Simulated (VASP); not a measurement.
Input of a VASP 6.6.1 run:

File INCAR:

```
SYSTEM = HfN
ALGO = Normal ; EDIFF = 1E-6
ENCUT = 520 ; GGA = PS
ISIF = 2 ; ISMEAR = 0
LASPH = .TRUE. ; LCHARG = .FALSE.
LREAL = .FALSE. ; LWAVE = .FALSE.
NBANDS = 14 ; NELM = 80
PREC = Accurate ; SIGMA = 0.15
```

Contents of KPOINTS:

```
k-points
0
G
  18 18 18
  0 0 0
```

Contents of POSCAR:

```
HfN
1.0
    0.0000000000      2.2025250000      2.3719500000
    2.2025250000      0.0000000000      2.3719500000
    2.2025250000      2.2025250000      0.0000000000
Hf N
1 1
Direct
    0.0000000000      0.0000000000      0.0000000000
    0.5000000000      0.5000000000      0.5000000000
```

Potentials or basis: VASP PAW PBE potentials, release 64 (Hf_pv, N).

Launch:

```bash
$ cat potpaw_PBE.64/Hf_pv/POTCAR potpaw_PBE.64/N/POTCAR > POTCAR
$ mpirun -np 1 vasp_std > vasp.out
```

Predict the pressure.

-1.2 GPa.

Stress tensor (GPa, compression positive):
```
  9.72   0.00   0.00
  0.00   9.72   0.00
  0.00   0.00 -23.20
```

Caveat: the cell differs from its parent crystal (strain -0.025 along x and y, +0.050 along z); the PAW data sets were made with another functional, which shifts forces and pressure a little.
